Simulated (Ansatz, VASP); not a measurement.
## Sn in VASP and in Ansatz

```
Sn
1.0
     0.00000    3.24560    3.24560
     3.24560    0.00000    3.24560
     3.24560    3.24560    0.00000
Sn
2
Direct
  0.50000 0.50000 0.50000
  0.75000 0.75000 0.75000
```

Alike in both runs: task relaxation of cell and atoms; functional PBE; dispersion D3(BJ); k mesh 12 × 12 × 12; occupations gaussian, width 0.1 eV; no spin polarisation.

|  | VASP | Ansatz |
| --- | --- | --- |
| version | VASP 6.6.1 | Ansatz 0.2.0 |
| potentials or method | VASP PAW PBE potentials, release 64 (Sn_d), cutoff 600 eV | scalar-relativistic, plane waves, PAW |
| valence electrons in the cell | 28 | 28 |

VASP gave:

```
gap on the k mesh at the Fermi level, each at its own relaxed structure (eV)  : none
relaxed volume (Å³/atom)                                                      : 35.48
relaxed length of the cell vector where the two differ most in proportion (Å) : 4.647
```

What did Ansatz give for the same quantities?

gap on the k mesh at the Fermi level, each at its own relaxed structure (eV): none; relaxed volume (Å³/atom): 35.51; relaxed length of the cell vector where the two differ most in proportion (Å): 4.648.

A gap of «none» marks a metal or a gap that the smearing closes.
